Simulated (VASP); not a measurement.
Wanted: the native input for a VASP 6.6.1 run.

```
Task                   : single point
Functional             : PBE
Potentials or basis    : VASP PAW PBE potentials, release 64 (Ta_pv)
Cutoff                 : 400 eV
k mesh                 : 4 × 4 × 4
Occupations            : gaussian, width 0.1 eV
Spin                   : no spin polarisation
Dipole correction      : no
Further INCAR settings : ALGO = Normal; EDIFF = 1e-06; NBANDS = 30
```

The structure of Ta lies in POSCAR:

```
Ta
1.0
   -4.2442950000     -0.0291830000      0.0196320000
   -0.0196320000      0.0013600000      4.3240620000
    2.1415150000      4.1904470000      2.1535760000
Ta
4
Direct
   -0.0031393669      0.0165113490      0.9499862254
    0.5159891163      0.4659883262      1.0030162334
    0.7445598348      0.7353495328      0.4933142966
    0.2441765794      0.2254976398      0.5020433687
```

These files were run (other wordings do the same):

INCAR

```
ALGO = Normal
EDIFF = 1E-6
ENCUT = 400
GGA = PE
GGA_COMPAT = F
ISIF = 2
ISMEAR = 0
LASPH = T
LCHARG = F
LREAL = F
LWAVE = F
NBANDS = 30
NELM = 120
PREC = Accurate
SIGMA = 0.1
```

KPOINTS

```
k-points
0
Gamma
  4 4 4
```

Potentials or basis: VASP PAW PBE potentials, release 64 (Ta_pv).

Run with:

```sh
$ cat potpaw_PBE.64/Ta_pv/POTCAR > POTCAR
$ mpirun -np 1 vasp_std > vasp.out
```

It gave:

```
Pressure               : -2.0 GPa
Largest force          : 1.287 eV/Å
Band gap on the k mesh : zero (bands 22 and 23 overlap by 2.08 eV)
```

Caveat: the k points lie up to 0.41 Å⁻¹ apart, too coarse for converged energies and pressures of a metal; spin-orbit coupling is left out, which moves the levels of the heavy elements; forces of over 1 eV/Å act on the atoms, so gaps and moduli don't describe the material at rest.

It took 35 s on 1 thread of Intel(R) Xeon(R) Platinum 8375C CPU @ 2.90GHz (Ice Lake) (shared host), peak memory 0.18 GiB.
